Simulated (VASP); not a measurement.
Set up this calculation in VASP 6.6.1, as the native input.

| Item | Value |
| --- | --- |
| Task | single point |
| Functional | PBE |
| Dispersion | D3(BJ) |
| Potentials or basis | VASP PAW PBE potentials, release 64 (Tc_pv, H) |
| Cutoff | 520 eV |
| k mesh | 4 × 3 × 4 |
| Occupations | fermi-dirac, width 0.15 eV |
| Spin | no spin polarisation |
| Dipole correction | no |
| Further INCAR settings | ALGO = Normal; EDIFF = 1e-06; NBANDS = 90 |

The structure of Tc12H (a cell with a defect) lies in POSCAR:

```
Tc12H
1.0
    5.4800000000      0.0000000000      0.0000000000
   -4.1100000000      7.1187290000      0.0000000000
    0.0000000000      0.0000000000      4.3949600000
Tc H
12 1
Direct
   -0.0068144476     -0.0022454477      0.0087987554
    0.1624984382      0.2234273015      0.4908080233
   -0.0002064634      0.3334031399     -0.0008118022
    0.1678745014      0.5564423862      0.4972053146
    0.0005547175      0.6669517769      0.0008280437
    0.1625916267      0.8840977693      0.4935141868
    0.5031556469     -0.0017293702      0.0092112505
    0.6725076975      0.2239688096      0.4913317062
    0.5030824497      0.3376394678      0.0065229413
    0.6651537947      0.5547841830      0.4992361220
    0.4978252844      0.6652985892      0.0029791651
    0.6659032497      0.8883331699      0.5009072971
    0.3330487044      0.1109950246      0.7500395963
```

These files were run (other wordings do the same):

INCAR

```
SYSTEM = Tc12H
ALGO = Normal
EDIFF = 1E-6
ENCUT = 520
GGA = PE
ISIF = 2
ISMEAR = -1
IVDW = 12
LASPH = .True.
LCHARG = .False.
LREAL = .False.
LWAVE = .False.
NBANDS = 90
NELM = 80
PREC = Accurate
SIGMA = 0.15
```

KPOINTS

```
k-points
0
Gamma
  4 3 4
  0 0 0
```

Potentials or basis: VASP PAW PBE potentials, release 64 (Tc_pv, H).

Command:

```bash
$ cat potpaw_PBE.64/Tc_pv/POTCAR potpaw_PBE.64/H/POTCAR > POTCAR
$ mpirun -np 1 vasp_std > vasp.out
```

It gave:

The pressure is -1.3 GPa, the largest force is 0.078 eV/Å and the band gap on the k mesh is zero (an odd number of electrons rules out a gap without spin polarisation). The dispersion energy per atom is -0.605 eV.

Wall time 18 min on 1 thread of Intel Xeon 8259CL, on a shared host, peak memory 0.46 GiB.
